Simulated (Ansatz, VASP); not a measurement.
**Two plane-wave programs on TiSi**

```xyz
2
Lattice="0.0000 2.8954 2.8954 2.8954 0.0000 2.8954 2.8954 2.8954 0.0000" Properties=species:S:1:pos:R:3 pbc="T T T"
Ti    0.0000    0.0000    0.0000
Si    1.4477    1.4477    1.4477
```

Alike in both runs: functional PBE; k mesh 12 × 12 × 12; occupations fermi-dirac, width 0.05 eV; no spin polarisation.

Ansatz relaxed the structure, and its values are those at the end. VASP's run is a single point on that final structure, the one shown.

|  | VASP | Ansatz |
| --- | --- | --- |
| version | VASP 6.6.1 | Ansatz 0.2.0 |
| potentials or method | VASP PAW PBE potentials, release 64 (Ti_sv, Si) | PAW with Ansatz's default frozen-core files, scalar-relativistic |
| plane-wave cutoff (eV) | 520 | 420 |
| valence electrons in the cell | 16 | 16 |

|  | VASP | Ansatz | Ansatz less VASP |
| --- | --- | --- | --- |
| pressure (GPa) | 0.1 | 0.0 | -0.02 |
